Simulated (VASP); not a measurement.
# Cu (Fm-3m) in VASP: single point with PBE

Aim: the single point of Cu with PBE.

All numbers are computed with VASP 6.6.1; they aren't measurements. Logs are shortened: lines on timing, memory, paths and dates and some standing lists are left out, and cuts for length are marked.

**1. The cell of the first run**

Symmetry: Fm-3m, No. 225, cubic system. Conventional cell: a = 3.615 Å, b = 3.615 Å, c = 3.615 Å, α = 90.00°, β = 90.00°, γ = 90.00°. Cu (site symmetry m-3m) has 12 Cu at 2.56 Å within 3.4 Å.

**2. Single point, PBE**

File INCAR:

```
  ALGO = Normal
  EDIFF = 1E-6
  ENCUT = 520
  GGA = PE
  ISIF = 2
  ISMEAR = 1
  LASPH = True
  LCHARG = True
  LELF = True
  LREAL = Auto
  LVHAR = True
  LWAVE = False
  NBANDS = 198
  NELM = 80
  PREC = Accurate
  SIGMA = 0.2
```

File KPOINTS:

```
k-points
0
Gamma
  3 3 3
```

File POSCAR:

```
Cu
1.0
    7.2298000000      0.0000000000      0.0000000000
    0.0000000000      7.2298000000      0.0000000000
    0.0000000000      0.0000000000      7.2298000000
Cu
32
Direct
    0.0000000000      0.0000000000      0.0000000000
    0.0000000000      0.2500000000      0.2500000000
    0.2500000000      0.0000000000      0.2500000000
    0.2500000000      0.2500000000      0.0000000000
    0.0000000000      0.0000000000      0.5000000000
    0.0000000000      0.2500000000      0.7500000000
    0.2500000000      0.0000000000      0.7500000000
    0.2500000000      0.2500000000      0.5000000000
    0.0000000000      0.5000000000      0.0000000000
    0.0000000000      0.7500000000      0.2500000000
    0.2500000000      0.5000000000      0.2500000000
    0.2500000000      0.7500000000      0.0000000000
    0.0000000000      0.5000000000      0.5000000000
    0.0000000000      0.7500000000      0.7500000000
    0.2500000000      0.5000000000      0.7500000000
    0.2500000000      0.7500000000      0.5000000000
    0.5000000000      0.0000000000      0.0000000000
    0.5000000000      0.2500000000      0.2500000000
    0.7500000000      0.0000000000      0.2500000000
    0.7500000000      0.2500000000      0.0000000000
    0.5000000000      0.0000000000      0.5000000000
    0.5000000000      0.2500000000      0.7500000000
    0.7500000000      0.0000000000      0.7500000000
    0.7500000000      0.2500000000      0.5000000000
    0.5000000000      0.5000000000      0.0000000000
    0.5000000000      0.7500000000      0.2500000000
    0.7500000000      0.5000000000      0.2500000000
    0.7500000000      0.7500000000      0.0000000000
    0.5000000000      0.5000000000      0.5000000000
    0.5000000000      0.7500000000      0.7500000000
    0.7500000000      0.5000000000      0.7500000000
    0.7500000000      0.7500000000      0.5000000000
```

Potentials or basis: VASP PAW PBE potentials, release 64 (Cu).

On the command line:

```sh
$ cat potpaw_PBE.64/Cu/POTCAR > POTCAR
$ mpirun -np 1 vasp_std > vasp.out
```

OUTCAR:

```text
EDIFF = 1E-6
   ENCUT = 520
   GGA = PE
   ISIF = 2
   ISMEAR = 1
   LASPH = True
   LREAL = Auto
   NELM = 80
   PREC = Accurate

 ion  position               nearest neighbor table
   1  0.000  0.000  0.000-   2 2.56   3 2.56   4 2.56   6 2.56   7 2.56  10 2.56  12 2.56  14 2.56
                            19 2.56  20 2.56  23 2.56  28 2.56
   2  0.000  0.250  0.250-   1 2.56   3 2.56   4 2.56   5 2.56   8 2.56   9 2.56  11 2.56  13 2.56
                            19 2.56  20 2.56  24 2.56  27 2.56
   3  0.250  0.000  0.250-   1 2.56   2 2.56   4 2.56   5 2.56   8 2.56  10 2.56  12 2.56  16 2.56
                            17 2.56  18 2.56  21 2.56  26 2.56
   4  0.250  0.250  0.000-   1 2.56   2 2.56   3 2.56   6 2.56   7 2.56   9 2.56  11 2.56  15 2.56
                            17 2.56  18 2.56  22 2.56  25 2.56
   5  0.000  0.000  0.500-   2 2.56   3 2.56   6 2.56   7 2.56   8 2.56  10 2.56  14 2.56  16 2.56
                            19 2.56  23 2.56  24 2.56  32 2.56
   6  0.000  0.250  0.750-   1 2.56   4 2.56   5 2.56   7 2.56   8 2.56   9 2.56  13 2.56  15 2.56
                            20 2.56  23 2.56  24 2.56  31 2.56
   7  0.250  0.000  0.750-   1 2.56   4 2.56   5 2.56   6 2.56   8 2.56  12 2.56  14 2.56  16 2.56
                            17 2.56  21 2.56  22 2.56  30 2.56
   8  0.250  0.250  0.500-   2 2.56   3 2.56   5 2.56   6 2.56   7 2.56  11 2.56  13 2.56  15 2.56
                            18 2.56  21 2.56  22 2.56  29 2.56
   9  0.000  0.500  0.000-   2 2.56   4 2.56   6 2.56  10 2.56  11 2.56  12 2.56  14 2.56  15 2.56
[... 33 lines left out ...]
  26  0.500  0.750  0.250-   3 2.56  11 2.56  12 2.56  16 2.56  17 2.56  19 2.56  21 2.56  25 2.56
                            27 2.56  28 2.56  29 2.56  32 2.56
  27  0.750  0.500  0.250-   2 2.56   9 2.56  10 2.56  13 2.56  18 2.56  20 2.56  24 2.56  25 2.56
                            26 2.56  28 2.56  29 2.56  32 2.56
  28  0.750  0.750  0.000-   1 2.56   9 2.56  10 2.56  14 2.56  17 2.56  19 2.56  23 2.56  25 2.56
                            26 2.56  27 2.56  30 2.56  31 2.56
  29  0.500  0.500  0.500-   8 2.56  11 2.56  15 2.56  16 2.56  18 2.56  22 2.56  24 2.56  26 2.56
                            27 2.56  30 2.56  31 2.56  32 2.56
  30  0.500  0.750  0.750-   7 2.56  12 2.56  15 2.56  16 2.56  17 2.56  21 2.56  23 2.56  25 2.56
                            28 2.56  29 2.56  31 2.56  32 2.56
  31  0.750  0.500  0.750-   6 2.56   9 2.56  13 2.56  14 2.56  20 2.56  22 2.56  24 2.56  25 2.56
                            28 2.56  29 2.56  30 2.56  32 2.56
  32  0.750  0.750  0.500-   5 2.56  10 2.56  13 2.56  14 2.56  19 2.56  21 2.56  23 2.56  26 2.56
                            27 2.56  29 2.56  30 2.56  31 2.56

  LATTYP: Found a simple cubic cell.
 ALAT       =     7.2298000000

  Lattice vectors:

 A1 = (   7.2298000000,   0.0000000000,   0.0000000000)
 A2 = (   0.0000000000,   7.2298000000,   0.0000000000)
 A3 = (   0.0000000000,   0.0000000000,   7.2298000000)

Analysis of symmetry for initial positions (statically):
=====================================================================
 Subroutine PRICEL returns following result:
[... 137 lines left out ...]
   IALGO  =     38    algorithm
   IMIX   =      4    mixing-type and parameters
     AMIX     =   0.40;   BMIX     =  1.00
     AMIX_MAG =   1.60;   BMIX_MAG =  1.00
  volume/ion in A,a.u.               =      11.81        79.69
  Fermi-wavevector in a.u.,A,eV,Ry     =   1.598807  3.021308 34.779002  2.556185
  Thomas-Fermi vector in A             =   2.696199
   LORBIT       =      0    0 simple, 1 ext, 2 COOP (PROOUT), +10 PAW based schemes
   GGA     = PE    functional components
   LHFCALC =     F    Hartree Fock is set to
   AEXX    =    0.0000 exact exchange contribution
   IVDW    =     0    specifies the selected vdW correction
   LEPSILON=     F    determine dielectric tensor
   LRPA    =     F    only Hartree local field effects (RPA)
 non-spin polarized calculation
 Methfessel and Paxton  Order N= 1 SIGMA  =   0.20
  energy-cutoff  :      520.00
  volume of cell :      377.90
 maximum number of plane-waves:     10203
 NGX is ok and might be reduce to    54
   NGX = 27   NGY = 27   NGZ = 27

 number of electron     352.0000422 magnetization

 Free energy of the ion-electron system (eV)
  ---------------------------------------------------
  ext. energy  EPLUGINS =         0.00000000
  ---------------------------------------------------
  free energy    TOTEN  =      -119.09986938 eV

  energy without entropy =     -119.01078101  energy(sigma->0) =     -119.07017325

 E-fermi :   7.5911     XC(G=0): -12.7260

 val. band max:        7.5077742050   @ k =   0.3333   0.3333   0.0000
 cond. band min:       7.6458706902   @ k =   0.3333   0.3333   0.3333
 fundamental gap:      0.1380964852
 Fermi energy:         7.5910905738

 k-point     1 :       0.0000    0.0000    0.0000
  band No.  band energies     occupation
      1      -1.7655      2.00000
      2       0.9981      2.00000
      3       0.9981      2.00000
      4       0.9981      2.00000
      5       0.9981      2.00000
      6       0.9981      2.00000
[... 753 lines left out ...]
    187      10.0031     -0.00000
    188      10.0031     -0.00000
 [bands above 188 left out]

------------------------ aborting loop because EDIFF is reached ----------------------------------------

  FORCE on cell =-STRESS in cart. coord.  units (eV):
  Direction    XX          YY          ZZ          XY          YZ          ZX
  --------------------------------------------------------------------------------------
  -------------------------------------------------------------------------------------
  Total        5.8806466      5.8806466      5.8806466      0.0000000     -0.0000000      0.0000000
  in kB       24.9319824     24.9319824     24.9319824      0.0000000     -0.0000000      0.0000000
  external PRESSURE =      24.9319824 kB  Pullay stress =       0.0000000 kB

 VOLUME and BASIS-vectors are now :
 -----------------------------------------------------------------------------
  energy-cutoff  :      520.00
  volume of cell :      377.90
      direct lattice vectors                 reciprocal lattice vectors
     7.229800000  0.000000000  0.000000000     0.138316413  0.000000000  0.000000000
     0.000000000  7.229800000  0.000000000     0.000000000  0.138316413  0.000000000
     0.000000000  0.000000000  7.229800000     0.000000000  0.000000000  0.138316413

 POSITION                                       TOTAL-FORCE (eV/Angst)
 -----------------------------------------------------------------------------------
      0.00000      0.00000      0.00000         0.000000     -0.000000     -0.000000
      0.00000      1.80745      1.80745        -0.000000     -0.000000     -0.000000
      1.80745      0.00000      1.80745         0.000000     -0.000000     -0.000000
      1.80745      1.80745      0.00000         0.000000      0.000000      0.000000
      0.00000      0.00000      3.61490        -0.000000      0.000000      0.000000
      0.00000      1.80745      5.42235         0.000000     -0.000000      0.000000
[... 24 lines left out ...]
      5.42235      3.61490      5.42235        -0.000000      0.000000     -0.000000
      5.42235      5.42235      3.61490        -0.000000      0.000000      0.000000
 -----------------------------------------------------------------------------------
    total drift:                                0.000000      0.000000      0.000000

  FREE ENERGIE OF THE ION-ELECTRON SYSTEM (eV)
  ---------------------------------------------------
  free  energy   TOTEN  =      -119.0998693779 eV

  energy  without entropy=     -119.0107810090  energy(sigma->0) =     -119.07017325
```

Run time: 19 min. Hardware: 1 thread of Intel Xeon 8259CL, shared host; peak memory 0.51 GiB.

Results:

| Item | Value |
| --- | --- |
| Free energy | -119.0999 eV |
| Pressure | 2.5 GPa |
| Band gap on the k mesh | zero (bands 176 and 177 overlap by 0.42 eV) |

The gap in the log of VASP goes by the Fermi energy; the results here count the filled bands.